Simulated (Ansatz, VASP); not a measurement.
**Zn5S6 in VASP and in Ansatz**

Contents of INCAR:

```
SYSTEM = Zn5S6
  ALGO = Normal
  DIPOL = 0.5 0.5 0.500
  EDIFF = 1E-7
  ENCUT = 520
  GGA = PS
  IDIPOL = 3
  ISIF = 2
  ISMEAR = 0
  LASPH = .TRUE.
  LCHARG = .FALSE.
  LDIPOL = .TRUE.
  LREAL = .FALSE.
  LWAVE = .FALSE.
  NBANDS = 59
  NELM = 100
  PREC = Accurate
  SIGMA = 0.05
```

KPOINTS

```
k-points
0
G
  7 7 1
  0 0 0
```

Contents of POSCAR:

```
Zn5S6
1.0
    3.7876303068      0.0000000000      0.0000000000
    0.0000000000      3.7876303068      0.0000000000
    0.0000000000      0.0000000000     28.3912953727
S Zn
6 5
Direct
    0.0000000000      0.5000000000      0.2641654740
    0.5000000000      0.0000000000      0.3584992844
    0.0000000000      0.5000000000      0.4528330948
    0.5000000000      0.0000000000      0.5471669052
    0.0000000000      0.5000000000      0.6415007156
    0.5000000000      0.0000000000      0.7358345260
    0.5000000000      0.5000000000      0.3113323792
    0.0000000000      0.0000000000      0.4056661896
    0.5000000000      0.5000000000      0.5000000000
    0.0000000000      0.0000000000      0.5943338104
    0.5000000000      0.5000000000      0.6886676208
```

Input for Ansatz:

```yaml
crystal:
  lattice:
    - [3.7876303068, 0.0, 0.0]
    - [0.0, 3.7876303068, 0.0]
    - [0.0, 0.0, 28.3912953727]
  atoms:
    - { symbol: S, position: [0.0, 0.5, 0.264165474] }
    - { symbol: Zn, position: [0.5, 0.5, 0.3113323792] }
    - { symbol: S, position: [0.5, 0.0, 0.3584992844] }
    - { symbol: Zn, position: [0.0, 0.0, 0.4056661896] }
    - { symbol: S, position: [0.0, 0.5, 0.4528330948] }
    - { symbol: Zn, position: [0.5, 0.5, 0.5] }
    - { symbol: S, position: [0.5, 0.0, 0.5471669052] }
    - { symbol: Zn, position: [0.0, 0.0, 0.5943338104] }
    - { symbol: S, position: [0.0, 0.5, 0.6415007156] }
    - { symbol: Zn, position: [0.5, 0.5, 0.6886676208] }
    - { symbol: S, position: [0.5, 0.0, 0.735834526] }
basis:
  ecutwfc: 420
kpoints:
  mp_grid: { grid: [7, 7, 1] }
hamiltonian:
  xc: pbesol
scf:
  occupations: { method: gaussian, width: 0.05 }
output:
  forces: true
  stress: true
  eigenvalues: true
efield:
  axis: 3
  dipole_correction: true
  ramp_width: 0.04
```

Alike in both runs: task single point; functional PBEsol; k mesh 7 × 7 × 1; occupations gaussian, width 0.05 eV; no spin polarisation.

|  | VASP | Ansatz |
| --- | --- | --- |
| version | VASP 6.6.1 | Ansatz 0.2.0 |
| potentials or method | VASP PAW PBE potentials, release 64 (S, Zn), cutoff 520 eV | scalar-relativistic, plane waves, PAW |
| valence electrons in the cell | 96 | 96 |

Ansatz gave:

| Property | Result |
| --- | --- |
| gap on the k mesh at the Fermi level (eV) | none |
| rms of the force components (eV/Å) | 0.175 |

Question: What did VASP give for the same quantities?

Answer: gap on the k mesh at the Fermi level (eV): none; rms of the force components (eV/Å): 0.174.

VASP's potentials were made for PBE, not for PBEsol. A gap of «none» marks a metal or a gap that the smearing closes. The functional is the same, so the differences come from potentials, cutoffs and numerics.
